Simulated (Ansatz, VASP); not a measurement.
Given: the input of a run of Ansatz 0.2.0 on V.

Contents of input.yaml:

```yaml
crystal:
  lattice:
    - [-1.4047360326, 1.67337899, 1.6802551773]
    - [1.5344925415, -1.5205068387, 1.657139535]
    - [1.297504076, 1.4132748821, -1.527383026]
  atoms:
    - { symbol: V, position: [0.0, 0.0, 0.0], spin: 2.0 }
kpoints:
  mp_grid: { grid: [11, 12, 13] }
scf:
  occupations: { method: fermi_dirac, width: 0.05 }
hamiltonian:
  xc: pbe
  pseudopotentials: { kind: all_electron, lapw: { basis_error: 0.0005 } }
magnetization:
  spin_polarized: true
output:
  forces: true
  stress: true
  eigenvalues: true
```

Potentials or basis: all-electron LAPW, scalar-relativistic.

The run is started by

```console
$ ansatz run input.yaml --threads 2 --pin off --max-ram 6144MiB --backend cpu --events-out ev --progress --plain --runs-dir out
```

Problem. Set up the same calculation for VASP 6.6.1. Potentials there: VASP PAW PBE potentials, release 64 (V_sv).

Solution. As run (the cutoff follows the program's own potentials):

File INCAR:

```
PREC     = Accurate       # precision mode
ENCUT    = 520            # plane-wave cutoff, eV
EDIFF    = 1E-6           # SCF threshold, eV
ISMEAR   = -1             # smearing method
SIGMA    = 0.05           # smearing width, eV
LREAL    = False          # projectors in reciprocal space
LASPH    = True           # aspherical terms in the spheres
NELM     = 150            # most SCF steps
ALGO     = Fast           # electronic algorithm
ISIF     = 2              # what is computed and relaxed
LWAVE    = False          # write WAVECAR
LCHARG   = False          # write CHGCAR
ISPIN    = 2              # spin polarisation
MAGMOM   = 2              # initial moments
LORBIT   = 11             # projections on sites
LMAXMIX  = 4              # l up to which the mixer works
GGA      = PE             # functional
NBANDS   = 16             # bands
```

KPOINTS

```
Automatic mesh
0
Gamma
  11 12 13
```

The input POSCAR:

```
V
1.0
   -1.4047360326      1.6733789900      1.6802551773
    1.5344925415     -1.5205068387      1.6571395350
    1.2975040760      1.4132748821     -1.5273830260
V
1
Direct
    0.0000000000      0.0000000000      0.0000000000
```

Potentials or basis: VASP PAW PBE potentials, release 64 (V_sv).

Launch:

```console
$ cat potpaw_PBE.64/V_sv/POTCAR > POTCAR
$ mpirun -np 1 vasp_std > vasp.out
```

Both were run:

|  | VASP | Ansatz | Ansatz less VASP |
| --- | --- | --- | --- |
| gap on the k mesh at the Fermi level (eV) | none | none | - |
| pressure (GPa) | -10.1 | -10.3 | -0.17 |
| traceless stress, the component that is largest in VASP (GPa) | 7.18 | 7.19 | +0.014 |
| net moment per atom (μB) | 0.00 | 0.00 | 0.000 |

A gap of «none» marks a metal or a gap that the smearing closes. Ansatz ran all-electron here, and VASP with PAW potentials.
